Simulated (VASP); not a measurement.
GeSb3O2:

```
Ge Sb O
1.0
     3.85014    0.00000    0.00000
     0.00000    3.85014    0.00000
     0.00000    0.00000    8.49788
Ge Sb O
1 3 2
Direct
  0.00000 0.00000 0.00000
  0.50000 0.50000 0.00000
  0.00000 0.50000 0.38350
  0.50000 0.00000 0.61650
  0.00000 0.50000 0.73650
  0.50000 0.00000 0.26350
```

```yaml
Program: VASP 6.6.1
Task: relaxation of cell and atoms
Functional: PBE
Potentials_or_basis: VASP PAW PBE potentials, release 64 (Ge_d, Sb, O)
Cutoff: 600 eV
k_mesh: 4 × 4 × 2
Occupations: gaussian, width 0.1 eV
Spin: no spin polarisation
```

At the start: pressure -7.3 GPa; volume 20.99 Å³/atom.

**Question.** Where does the relaxation end?

**Answer.** Over 28 steps the energy falls by 415.0 meV/atom and the volume is 21.94 Å³/atom (+4.5 %); space group P-4m2 (No. 115, to 0.05 Å).

The path:
```
step  energy change (eV)  largest force (eV/Å)  pressure (GPa)  volume (Å³)
   1              0.0000                0.4310           -7.26       125.97
   2             -0.4207                0.6156            1.70       109.40
   3             -0.4247                0.6125            0.72       110.66
   4             -0.5000                0.3673            0.87       110.18
   5             -0.5450                0.4586            1.60       109.31
   6             -0.5845                0.4826           -0.73       112.90
   7             -0.5870                0.5112           -1.66       114.49
   8             -0.6191                0.5743           -1.61       114.86
   9             -0.8038                1.0601           -1.53       115.95
  10             -1.4070                1.2736           -0.71       118.09
  11             -2.0385                2.7960            7.31       122.13
  12             -1.9854                0.9206            1.10       120.02
  13             -2.1781                0.7007            3.37       121.09
  14             -2.1855                1.0992            4.22       121.37
  15             -2.1922                1.3475            4.51       121.94
  16             -2.1924                1.4107            4.55       122.07
  17             -2.2111                1.3598            4.24       122.59
  18             -2.2613                1.2102            3.30       124.14
  19             -2.3352                0.9301            1.54       127.28
  20             -2.3862                0.4421           -1.57       133.72
  21             -2.3866                0.4810           -1.37       133.15
  22             -2.3982                0.4420           -1.28       133.07
  23             -2.4293                0.3278           -1.12       132.83
  24             -2.4724                0.2411           -0.69       132.35
  25             -2.4781                0.2878            0.38       131.39
  26             -2.4889                0.1343           -0.13       131.82
  27             -2.4893                0.0608            0.38       131.54
  28             -2.4898                0.0215            0.08       131.66
```

Final structure:
```
CELL_PARAMETERS angstrom
4.22689 0.00000 0.00000
0.00000 4.22689 0.00000
0.00000 0.00000 7.36880
ATOMIC_POSITIONS crystal
Ge 0.00000 0.00000 0.00000
Sb 0.50000 0.50000 0.00000
Sb 0.00000 0.50000 0.50389
Sb 0.50000 0.00000 0.49611
O 0.00000 0.50000 0.77456
O 0.50000 0.00000 0.22544
```

Caveat: the k points lie up to 0.43 Å⁻¹ apart in the final cell; an odd number of electrons without spin polarisation forces a metal; a magnetic or distorted state may lie lower.
